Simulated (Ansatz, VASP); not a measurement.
## AlB2As3 in VASP and in Ansatz

```xyz
6
Lattice="-1.7892 1.7892 7.8886 1.7892 -1.7892 7.8886 1.7892 1.7892 -7.8886" Properties=species:S:1:pos:R:3 pbc="T T T"
Al    0.0000    0.0000    7.8886
B     0.0000    0.0000   13.0055
B     0.0000    0.0000    2.7718
As    0.0000    1.7892    1.6076
As    1.7892    0.0000    3.9443
As    0.0000    1.7892    6.2810
```

Alike in both runs: functional PBE; k mesh 10 × 10 × 10; occupations gaussian, width 0.02 eV; no spin polarisation.

Ansatz relaxed the structure, and its values are those at the end. VASP's run is a single point on that final structure, the one shown.

|  | VASP | Ansatz |
| --- | --- | --- |
| version | VASP 6.6.1 | Ansatz 0.2.0 |
| potentials or method | VASP PAW PBE potentials, release 64 (Al, B, As), cutoff 520 eV | scalar-relativistic, plane waves, PAW |
| valence electrons in the cell | 24 | 54 |

```csv
,VASP,Ansatz,Ansatz less VASP
gap on the k mesh at the Fermi level (eV),0.62,0.63,+0.009
least direct gap on the mesh (eV),0.67,0.68,+0.008
pressure (GPa),0.3,0.0,-0.35
rms of the force components (eV/Å),0.006,0.002,-0.0044
```

With one functional, cell and mesh, what is left measures potentials, basis and numerics. VASP's potentials hold 24 valence electrons a cell and Ansatz's 54, so a difference there can come from the potentials and not from the codes.
